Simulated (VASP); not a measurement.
Here is a VASP 6.6.1 calculation.

The input INCAR:

```
SYSTEM = LiSi16
PREC     = Accurate       ! precision mode
ENCUT    = 520            ! plane-wave cutoff, eV
EDIFF    = 1E-6           ! SCF threshold, eV
ISMEAR   = 0              ! smearing method
SIGMA    = 0.02           ! smearing width, eV
LREAL    = Auto         
LASPH    = .TRUE.         ! aspherical terms in the spheres
NELM     = 80             ! most SCF steps
ALGO     = Normal         ! electronic algorithm
ISIF     = 2              ! what is computed and relaxed
LWAVE    = .FALSE.        ! write WAVECAR
LCHARG   = .FALSE.        ! write CHGCAR
GGA      = PE             ! functional
NELECT   = 66.0         
NBANDS   = 48             ! bands
```

The input KPOINTS:

```
regular mesh
0
G
  2 2 2
  0 0 0
```

Contents of POSCAR:

```
LiSi16
1.0
    0.0000000000      5.4300000000      5.4300000000
    5.4300000000      0.0000000000      5.4300000000
    5.4300000000      5.4300000000      0.0000000000
Si Li
16 1
Direct
    0.0000662063      0.0044671271     -0.0049555249
    0.1176561694      0.1266810313      0.1286906077
   -0.0159706262      0.0051472376      0.5053426335
    0.1212079190      0.1357985267      0.6214331492
    0.0000588398      0.5001304788     -0.0049424494
    0.1316422652      0.6317140884      0.1046428177
    0.0075698895      0.5076662063      0.4767205341
    0.1211694291      0.6212392265      0.6214360958
    0.4928828729     -0.0070464088      0.0209305709
    0.6266127072      0.1266861878      0.1286961326
    0.5051162983      0.0052004604      0.5053396869
    0.6163117864      0.1163710866      0.6507016575
    0.5043956722      0.5001396869     -0.0049595764
    0.6266086556      0.6177263352      0.1286917127
    0.5050747698      0.4840909761      0.5053418048
    0.6357081952      0.6212884899      0.6214321363
    0.3464437385      0.8465175875      0.4602260589
```

Potentials or basis: VASP PAW PBE potentials, release 64 (Si, Li_sv).

Run with:

```sh
$ cat potpaw_PBE.64/Si/POTCAR potpaw_PBE.64/Li_sv/POTCAR > POTCAR
$ mpirun -np 1 vasp_std > vasp.out
```

Estimate the largest force.

0.753 eV/Å.

Forces in eV/Å, atoms in the order of the input:
```
Si  -0.007  0.020 -0.020
Si   0.032  0.045 -0.032
Si   0.048  0.019 -0.046
Si   0.016  0.047 -0.048
Si   0.020  0.020  0.007
Si   0.023  0.023 -0.023
Si   0.048  0.049 -0.046
Si   0.048  0.047 -0.016
Si   0.003  0.003 -0.003
Si   0.032  0.032 -0.045
Si   0.046  0.046 -0.021
Si  -0.007 -0.007  0.006
Si   0.020 -0.007 -0.020
Si   0.045  0.032 -0.032
Si   0.020  0.047 -0.046
Si   0.047  0.017 -0.048
Li  -0.435 -0.435  0.434
```

Caveat: the k points lie up to 0.50 Å⁻¹ apart; the cell carries a net charge on a neutralising background, which shifts energy and pressure.
